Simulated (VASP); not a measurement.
A run of VASP 6.6.1:

INCAR

```
SYSTEM = F
PREC = Accurate
ENCUT = 520
EDIFF = 1E-6
ISMEAR = -1
SIGMA = 0.08
LREAL = .False.
LASPH = .True.
NELM = 80
ALGO = Normal
ISIF = 2
LWAVE = .False.
LCHARG = .False.
GGA = PS
NBANDS = 10
```

KPOINTS

```
Automatic mesh
0
Gamma
  19 19 19
  0 0 0
```

The input POSCAR:

```
F
1.0
    0.0000000000      1.4639742566      1.4639742566
    1.4639742566      0.0000000000      1.4639742566
    1.4639742566      1.4639742566      0.0000000000
F
1
Direct
    0.0000000000      0.0000000000      0.0000000000
```

Potentials or basis: VASP PAW PBE potentials, release 64 (F).

Run with:

```sh
$ cat potpaw_PBE.64/F/POTCAR > POTCAR
$ mpirun -np 1 vasp_std > vasp.out
```

Hardware: 1 thread of Intel(R) Xeon(R) 6975P-C (Granite Rapids) (shared host).

**Question.** How long does it take, and how much memory?

**Answer.** Run time: 2.6 s on 1 thread of Intel(R) Xeon(R) 6975P-C (Granite Rapids), with other jobs on the host, peak memory 0.11 GiB. Counts: scf iterations 9, k points 220.
